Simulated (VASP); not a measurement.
Input of a VASP 6.6.1 run:

The input INCAR:

```
PREC = Accurate
ENCUT = 520
EDIFF = 1E-7
ISMEAR = -1
SIGMA = 0.05
LREAL = False
LASPH = True
NELM = 60
ALGO = Normal
ISIF = 2
LWAVE = False
LCHARG = False
GGA = PS
NBANDS = 16
```

The input KPOINTS:

```
regular mesh
0
Gamma
  12 12 12
```

Contents of POSCAR:

```
YSe
1.0
    0.0000000000      2.8448203920      2.8448203920
    2.8448203920      0.0000000000      2.8448203920
    2.8448203920      2.8448203920      0.0000000000
Y Se
1 1
Direct
    0.5000000000      0.5000000000      0.5000000000
    0.0000000000      0.0000000000      0.0000000000
```

Potentials or basis: VASP PAW PBE potentials, release 64 (Y_sv, Se).

Command:

```sh
$ cat potpaw_PBE.64/Y_sv/POTCAR potpaw_PBE.64/Se/POTCAR > POTCAR
$ mpirun -np 1 vasp_std > vasp.out
```

Task: Estimate the pressure.

Result: 0.1 GPa.

Caveat: the PAW data sets were made with another functional, which shifts forces and pressure a little.
